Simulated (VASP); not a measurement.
# MgO5 (P4/mmm) in VASP: notebook

Runs on MgO5. Level: PBE. Tasks: single point, relaxation of cell and atoms.

All numbers are computed with VASP 6.6.1; they aren't measurements. Logs are shortened: lines on timing, memory, paths and dates and some standing lists are left out, and cuts for length are marked.

## (1) The cell of the first run

Symmetry: P4/mmm, No. 123, tetragonal system. Conventional cell: a = 3.348 Å, b = 3.348 Å, c = 5.570 Å, α = 90.00°, β = 90.00°, γ = 90.00°. Within 2.7 Å of Mg (site symmetry 4/mmm) lie 6 O at 2.03 to 2.37 Å. O (site symmetry 4mm) has 5 O at 1.51 to 1.84 Å and 1 Mg at 2.03 Å within 2.1 Å. O (site symmetry mmm) has 8 O at 1.84 to 2.37 Å within 2.4 Å. Within 3.4 Å of O (site symmetry 4/mmm) lie 4 Mg at 2.37 Å and 20 O at 3.12 to 3.35 Å.

The cell was generated, and may not be a known phase.

## (2) Single point, PBE, collinear spin, ferromagnetic start

File INCAR:

```
SYSTEM = MgO5
PREC = Accurate
ENCUT = 520
EDIFF = 1E-6
ISMEAR = 0
SIGMA = 0.1
LREAL = .False.
LASPH = .True.
NELM = 150
ALGO = Normal
ISIF = 2
LWAVE = .False.
LCHARG = .False.
ISPIN = 2
MAGMOM = 0 1 1 1 1 1
LORBIT = 11
GGA = PE
NBANDS = 29
```

File KPOINTS:

```
regular mesh
0
Gamma
  6 6 4
  0 0 0
```

File POSCAR:

```
MgO5
1.0
    3.3481495000      0.0000000000      0.0000000000
    0.0000000000      3.3481495000      0.0000000000
    0.0000000000      0.0000000000      5.5703713000
Mg O
1 5
Direct
    0.5000000000      0.5000000000      0.5000000000
    0.5000000000      0.5000000000      0.1354661900
    0.5000000000      0.5000000000      0.8645338100
    0.0000000000      0.5000000000      0.0000000000
    0.5000000000      0.0000000000      0.0000000000
    0.0000000000      0.0000000000      0.5000000000
```

Potentials or basis: VASP PAW PBE potentials, release 64 (Mg, O).

Command:

```console
$ cat potpaw_PBE.64/Mg/POTCAR potpaw_PBE.64/O/POTCAR > POTCAR
$ mpirun -np 1 vasp_std > vasp.out
```

OUTCAR:

```text
SYSTEM = MgO5
   PREC = Accurate
   ENCUT = 520
   EDIFF = 1E-6
   ISMEAR = 0
   LREAL = .False.
   LASPH = .True.
   NELM = 150
   ISIF = 2
   ISPIN = 2
   LORBIT = 11
   GGA = PE

 ion  position               nearest neighbor table
   1  0.500  0.500  0.500-   2 2.03   3 2.03   6 2.37   6 2.37   6 2.37   6 2.37
   2  0.500  0.500  0.135-   3 1.51   4 1.84   5 1.84   5 1.84   4 1.84   1 2.03
   3  0.500  0.500  0.865-   2 1.51   4 1.84   5 1.84   5 1.84   4 1.84   1 2.03
   4  0.000  0.500  0.000-   2 1.84   3 1.84   2 1.84   3 1.84
   5  0.500  0.000  0.000-   2 1.84   3 1.84   2 1.84   3 1.84
   6  0.000  0.000  0.500-   1 2.37   1 2.37   1 2.37   1 2.37

  LATTYP: Found a simple tetragonal cell.
 ALAT       =     3.3481495000
 C/A-ratio  =     1.6637164201

  Lattice vectors:

 A1 = (   3.3481495000,   0.0000000000,   0.0000000000)
 A2 = (   0.0000000000,   3.3481495000,   0.0000000000)
 A3 = (   0.0000000000,   0.0000000000,   5.5703713000)

Analysis of symmetry for initial positions (statically):
=====================================================================
 Subroutine PRICEL returns:
 Original cell was already a primitive cell.

 Routine SETGRP: Setting up the symmetry group for a
 simple tetragonal supercell.

 Subroutine GETGRP returns: Found 16 space group operations
 (whereof 16 operations were pure point group operations)
 out of a pool of 16 trial point group operations.

The static configuration has the point symmetry D_4h.

Analysis of symmetry for dynamics (positions and initial velocities):
=====================================================================
 Subroutine PRICEL returns:
 Original cell was already a primitive cell.

 Routine SETGRP: Setting up the symmetry group for a
 simple tetragonal supercell.

 Subroutine GETGRP returns: Found 16 space group operations
 (whereof 16 operations were pure point group operations)
 out of a pool of 16 trial point group operations.

The dynamic configuration has the point symmetry D_4h.

Analysis of structural, dynamic, and magnetic symmetry:
=====================================================================
 Subroutine PRICEL returns:
 Original cell was already a primitive cell.

 Routine SETGRP: Setting up the symmetry group for a
 simple tetragonal supercell.

 Subroutine GETGRP returns: Found 16 space group operations
 (whereof 16 operations were pure point group operations)
 out of a pool of 16 trial point group operations.

The overall configuration has the point symmetry D_4h.

 Subroutine INISYM returns: Found 16 space group operations
 (whereof 16 operations are pure point group operations),
 and found     1 'primitive' translations

----------------------------------------------------------------------------------------

                                     Primitive cell

  volume of cell :      62.4444

  direct lattice vectors                    reciprocal lattice vectors
     3.348149500  0.000000000  0.000000000     0.298672446  0.000000000  0.000000000
     0.000000000  3.348149500  0.000000000     0.000000000  0.298672446  0.000000000
     0.000000000  0.000000000  5.570371300     0.000000000  0.000000000  0.179521247

  length of vectors
     3.348149500  3.348149500  5.570371300     0.298672446  0.298672446  0.179521247

  position of ions in fractional coordinates (direct lattice)
     0.500000000  0.500000000  0.500000000
     0.500000000  0.500000000  0.135466190
     0.500000000  0.500000000  0.864533810
     0.000000000  0.500000000  0.000000000
     0.500000000  0.000000000  0.000000000
     0.000000000  0.000000000  0.500000000

  ion indices of the primitive-cell ions
   primitive index   ion index
                 1           1
                 2           2
                 3           3
                 4           4
                 5           5
                 6           6

----------------------------------------------------------------------------------------

 KPOINTS: regular mesh

Automatic generation of k-mesh.
 Grid dimensions read from file:
 generate k-points for:    6    6    4

 Generating k-lattice:

  Cartesian coordinates                     Fractional coordinates (reciprocal lattice)
     0.049778741  0.000000000  0.000000000     0.166666667  0.000000000  0.000000000
     0.000000000  0.049778741  0.000000000     0.000000000  0.166666667  0.000000000
     0.000000000  0.000000000  0.044880312     0.000000000  0.000000000  0.250000000

  Length of vectors
[... 43 lines left out ...]
   NGX,Y,Z   is equivalent  to a cutoff of  13.90, 13.90, 12.53 a.u.
   NGXF,Y,Z  is equivalent  to a cutoff of  27.81, 27.81, 25.07 a.u.
 SYSTEM =  MgO5
   PREC   = accura    normal or accurate (medium, high low for compatibility)
   ISTART =      0    job   : 0-new  1-cont  2-samecut
   ICHARG =      2    charge: 1-file 2-atom 10-const
   ISPIN  =      2    spin polarized calculation?
   LNONCOLLINEAR =      F non collinear calculations
   LSORBIT =      F    spin-orbit coupling
   LASPH  =      T    aspherical Exc in radial PAW
   ENCUT  =  520.0 eV  38.22 Ry    6.18 a.u.   6.23  6.23 10.36*2*pi/ulx,y,z
   NELM   =    150;   NELMIN=  2; NELMDL= -5     # of ELM steps
   EDIFF  = 0.1E-05   stopping-criterion for ELM
   LREAL  =      F    real-space projection
   EDIFFG = 0.1E-04   stopping-criterion for IOM
   NSW    =      0    number of steps for IOM
   IBRION =     -1    ionic relax: 0-MD 1-quasi-New 2-CG
   NFREE  =      0    steps in history (QN), initial steepest desc. (CG)
   ISIF   =      2    stress and relaxation
   ISYM   =      2    0-nonsym 1-usesym 2-fastsym
   POTIM  = 0.5000    time-step for ionic-motion
   TEBEG  =    0.0;   TEEND  =   0.0 temperature during run
   PSTRESS=    0.0 pullay stress
   NELECT =      32.0000    total number of electrons
   NUPDOWN=      -1.0000    fix difference up-down
   EMIN   =  10.00;   EMAX   =-10.00  energy-range for DOS
   EFERMI =   0.00;   METHOD = LEGACY
   ISMEAR =     0;   SIGMA  =   0.10  broadening in eV -4-tet -1-fermi 0-gaus
   EFERMI_NEDOS =   21; number of points for ismear=-14 and -15
   IALGO  =     38    algorithm
   IMIX   =      4    mixing-type and parameters
     AMIX     =   0.40;   BMIX     =  1.00
     AMIX_MAG =   1.60;   BMIX_MAG =  1.00
  volume/ion in A,a.u.               =      10.41        70.23
  Fermi-wavevector in a.u.,A,eV,Ry     =   1.310067  2.475668 23.351351  1.716276
  Thomas-Fermi vector in A             =   2.440623
   LORBIT       =     11    0 simple, 1 ext, 2 COOP (PROOUT), +10 PAW based schemes
   GGA     = PE    functional components
   LHFCALC =     F    Hartree Fock is set to
   AEXX    =    0.0000 exact exchange contribution
   IVDW    =     0    specifies the selected vdW correction
   LEPSILON=     F    determine dielectric tensor
   LRPA    =     F    only Hartree local field effects (RPA)
 spin polarized calculation
 Gauss-broadening in eV      SIGMA  =   0.10
  energy-cutoff  :      520.00
  volume of cell :       62.44
 maximum number of plane-waves:      1712
 NGX is ok and might be reduce to    28
   NGX = 13   NGY = 13   NGZ = 21

 number of electron      32.0000008 magnetization       0.0842447

 number of electron      32.0000008 magnetization      -0.1958326

 Free energy of the ion-electron system (eV)
  ---------------------------------------------------
  ext. energy  EPLUGINS =         0.00000000
  ---------------------------------------------------
  free energy    TOTEN  =       -20.90724520 eV

  energy without entropy =      -20.89427901  energy(sigma->0) =      -20.90076210

 E-fermi :   1.7367     XC(G=0): -10.1905

 val. band max:        1.7359819820   @ k =   0.3333   0.3333   0.2500
 cond. band min:       1.7398251267   @ k =   0.5000   0.1667   0.5000
 fundamental gap:      0.0038431447
 Fermi energy:         1.7367270036

 spin component 1

 k-point     1 :       0.0000    0.0000    0.0000
  band No.  band energies     occupation
      1     -23.6163      1.00000
      2     -16.1150      1.00000
      3     -14.8557      1.00000
      4     -13.7527      1.00000
      5     -13.7120      1.00000
      6      -7.8482      1.00000
[... 733 lines left out ...]
     27      18.6899      0.00000
     28      19.0113      0.00000

 [... further k-points ...]

 spin component 2

 k-point     1 :       0.0000    0.0000    0.0000
  band No.  band energies     occupation
      1     -23.5660      1.00000
      2     -16.0805      1.00000
      3     -14.7886      1.00000
      4     -14.1806      1.00000
      5     -13.6881      1.00000
      6      -7.8038      1.00000
[... 733 lines left out ...]
     27      18.7112      0.00000
     28      19.0592      0.00000

 [... further k-points ...]

 [bands above 28 left out]

------------------------ aborting loop because EDIFF is reached ----------------------------------------

  FORCE on cell =-STRESS in cart. coord.  units (eV):
  Direction    XX          YY          ZZ          XY          YZ          ZX
  --------------------------------------------------------------------------------------
  -------------------------------------------------------------------------------------
  Total        1.2506914      1.2506914      6.7455953      0.0000000      0.0000000     -0.0000000
  in kB       32.0897943     32.0897943    173.0760744      0.0000000      0.0000000     -0.0000000
  external PRESSURE =      79.0852210 kB  Pullay stress =       0.0000000 kB

 VOLUME and BASIS-vectors are now :
 -----------------------------------------------------------------------------
  energy-cutoff  :      520.00
  volume of cell :       62.44
      direct lattice vectors                 reciprocal lattice vectors
     3.348149500  0.000000000  0.000000000     0.298672446  0.000000000  0.000000000
     0.000000000  3.348149500  0.000000000     0.000000000  0.298672446  0.000000000
     0.000000000  0.000000000  5.570371300     0.000000000  0.000000000  0.179521247

 POSITION                                       TOTAL-FORCE (eV/Angst)
 -----------------------------------------------------------------------------------
      1.67407      1.67407      2.78519         0.000000      0.000000      0.000000
      1.67407      1.67407      0.75460        -0.000000     -0.000000      0.578038
      1.67407      1.67407      4.81577         0.000000     -0.000000     -0.578038
      0.00000      1.67407      0.00000         0.000000      0.000000      0.000000
      1.67407      0.00000      0.00000         0.000000      0.000000      0.000000
      0.00000      0.00000      2.78519         0.000000      0.000000      0.000000
 -----------------------------------------------------------------------------------
    total drift:                                0.000000      0.000000     -0.000000

  FREE ENERGIE OF THE ION-ELECTRON SYSTEM (eV)
  ---------------------------------------------------
  free  energy   TOTEN  =       -20.9072451972 eV

  energy  without entropy=      -20.8942790053  energy(sigma->0) =      -20.90076210

 total charge

# of ion       s       p       d       tot
------------------------------------------
    1        0.121   0.109   0.040   0.270
    2        1.635   3.126   0.000   4.761
    3        1.635   3.126   0.000   4.761
    4        1.664   3.027   0.000   4.691
    5        1.664   3.027   0.000   4.691
    6        1.562   3.288   0.000   4.850
--------------------------------------------------
tot          8.280  15.704   0.040  24.024

 magnetization (x)

# of ion       s       p       d       tot
------------------------------------------
    1        0.003   0.004   0.001   0.007
    2        0.003   0.015   0.000   0.018
    3        0.003   0.015   0.000   0.018
    4        0.001   0.032   0.000   0.032
    5        0.001   0.032   0.000   0.032
    6       -0.004  -0.254   0.000  -0.258
--------------------------------------------------
tot          0.008  -0.158   0.001  -0.150
```

Wall time 68 s (1 thread of Intel Xeon 6975P-C (Granite Rapids), shared host); peak memory 0.24 GiB.

Results:

```yaml
Free_energy: -20.9072 eV
Pressure: 7.9 GPa
Largest_force: 0.578 eV/Å
Net_moment: -0.20 μB per cell
Site_moments: Mg +0.01; O +0.02, +0.03, -0.26 (each value once) μB
Valence_electrons_inside_the_program's_atomic_spheres: Mg 0.27; O 4.76, 4.69, 4.85 (each value once)
```

Forces on the atoms (eV/Å):
```
Mg   0.000  0.000  0.000
O    0.000  0.000  0.578
O    0.000  0.000 -0.578
O    0.000  0.000  0.000
O    0.000  0.000  0.000
O    0.000  0.000  0.000
```

Caveat: the stress differs along the axes, from 3 to 17 GPa.

## (3) Relaxation of cell and atoms, PBE, collinear spin, ferromagnetic start

File INCAR:

```
SYSTEM = MgO5
ALGO = Normal ; EDIFF = 1E-6
EDIFFG = -0.04 ; ENCUT = 600
GGA = PE ; IBRION = 2
ISIF = 3 ; ISMEAR = 0
ISPIN = 2 ; LASPH = .True.
LCHARG = .False. ; LORBIT = 11
LREAL = .False. ; LWAVE = .False.
MAGMOM = 0 1 1 1 1 1 ; NELM = 150
NSW = 90 ; PREC = Accurate
SIGMA = 0.1
```

File KPOINTS:

```
k-points
0
Gamma
  6 6 4
  0 0 0
```

POSCAR is that of step 2.

Potentials or basis: VASP PAW PBE potentials, release 64 (Mg, O).

Command:

```console
$ cat potpaw_PBE.64/Mg/POTCAR potpaw_PBE.64/O/POTCAR > POTCAR
$ mpirun -np 1 vasp_std > vasp.out
```

Run time: 17 min. Hardware: 1 thread of Intel Xeon 6975P-C (Granite Rapids), shared host; peak memory 0.28 GiB.

The run converged. Its results:

- Free energy: -23.0754 eV
- Relaxed volume: 10.19 Å³/atom
- Relaxed cell: a = 3.035 Å, b = 3.035 Å, c = 6.641 Å, α = 90.00°, β = 90.00°, γ = 90.00°
- Space group after relaxing (to 0.1 Å): P4/mmm (No. 123)
- Energy gained by relaxing: 360.1 meV/atom
- Ionic steps: 20
- Pressure after relaxing: -0.1 GPa
- Largest force after relaxing: 0.005 eV/Å
- Band gap on the k mesh: zero (filled and empty bands overlap)
- Net moment: 0.00 μB per cell
- Valence electrons inside the program's atomic spheres: Mg 0.33; O 4.71, 4.59, 4.95 (each value once)

Forces in eV/Å, atoms in the order of the input:
```
Mg   0.000  0.000  0.000
O    0.000  0.000 -0.005
O    0.000  0.000  0.005
O    0.000  0.000  0.000
O    0.000  0.000  0.000
O    0.000  0.000  0.000
```

Step by step:
| step | energy change (eV) | largest force (eV/Å) | pressure (GPa) | volume (Å³) |
| --- | --- | --- | --- | --- |
| 1 | 0.0000 | 0.5665 | 7.75 | 62.44 |
| 2 | -0.3207 | 1.8378 | 0.16 | 67.07 |
| 3 | -0.4901 | 1.2281 | -15.40 | 80.99 |
| 4 | -0.5572 | 2.4486 | -8.87 | 73.82 |
| 5 | -0.5714 | 1.8030 | -12.33 | 77.25 |
| 6 | -0.5819 | 2.0650 | -11.05 | 75.89 |
| 7 | -0.6882 | 1.6763 | -12.35 | 76.74 |
| 8 | -0.7898 | 0.9033 | -14.28 | 78.14 |
| 9 | -0.8030 | 0.5840 | -15.14 | 78.76 |
| 10 | -0.9797 | 0.5541 | -14.76 | 77.28 |
| 11 | -1.4623 | 0.3414 | -12.71 | 72.94 |
| 12 | -2.0981 | 0.0405 | -5.46 | 64.65 |
| 13 | -2.1476 | 0.0555 | 1.32 | 60.78 |
| 14 | -2.1546 | 0.0213 | -0.75 | 61.82 |
| 15 | -2.1542 | 0.0313 | -0.13 | 61.50 |
| 16 | -2.1557 | 0.0386 | -0.03 | 61.42 |
| 17 | -2.1590 | 0.0583 | 0.29 | 61.17 |
| 18 | -2.1586 | 0.0887 | 0.96 | 60.67 |
| 19 | -2.1600 | 0.0741 | 0.59 | 60.94 |
| 20 | -2.1607 | 0.0050 | -0.07 | 61.17 |

Final structure:
```xyz
6
Lattice="3.0349 0.0000 0.0000 0.0000 3.0349 0.0000 0.0000 0.0000 6.6410" Properties=species:S:1:pos:R:3 pbc="T T T"
Mg    1.5175    1.5175    3.3205
O     1.5175    1.5175    1.1369
O     1.5175    1.5175    5.5041
O     0.0000    1.5175    0.0000
O     1.5175    0.0000    0.0000
O     0.0000    0.0000    3.3205
```

Levels at points of the mesh, in eV from the Fermi level:
Spin up:
| k point | band 14 | band 15 | band 16 | band 17 | band 18 | band 19 |
| --- | --- | --- | --- | --- | --- | --- |
| (0.00, 0.00, 0.00) | -0.70 | -0.70 | -0.25 | -0.25 | 0.69 | 1.64 |
| (0.50, 0.00, 0.00) | -1.30 | -0.56 | -0.48 | -0.18 | 1.09 | 1.51 |
| (0.50, 0.50, 0.00) | -1.27 | -0.01 | 0.06 | 1.25 | 1.45 | 1.75 |
| (0.00, 0.00, 0.50) | -0.66 | -0.38 | -0.34 | -0.20 | -0.20 | 1.59 |
| (0.50, 0.00, 0.50) | -1.55 | -0.25 | -0.18 | 0.03 | 0.98 | 1.51 |
| (0.50, 0.50, 0.50) | -1.80 | 0.02 | 0.06 | 1.25 | 1.57 | 1.85 |
Spin down:
| k point | band 13 | band 14 | band 15 | band 16 | band 17 | band 18 | band 19 | band 20 |
| --- | --- | --- | --- | --- | --- | --- | --- | --- |
| (0.00, 0.00, 0.00) | -1.46 | -0.70 | -0.70 | -0.25 | -0.25 | 0.69 | 1.64 | 1.64 |
| (0.50, 0.00, 0.00) | -2.02 | -1.30 | -0.56 | -0.48 | -0.18 | 1.09 | 1.51 | 1.88 |
| (0.50, 0.50, 0.00) | -1.27 | -1.27 | -0.01 | 0.06 | 1.25 | 1.45 | 1.75 | 1.75 |
| (0.00, 0.00, 0.50) | -0.66 | -0.66 | -0.38 | -0.34 | -0.20 | -0.20 | 1.59 | 1.59 |
| (0.50, 0.00, 0.50) | -2.02 | -1.55 | -0.25 | -0.18 | 0.03 | 0.98 | 1.51 | 1.69 |
| (0.50, 0.50, 0.50) | -1.80 | -1.80 | 0.02 | 0.06 | 1.25 | 1.57 | 1.85 | 1.85 |

Caveat: semilocal functionals underestimate gaps, and a narrow one can read as zero; a cell axis changed by over 15 % at a fixed basis, so the end point is rough.
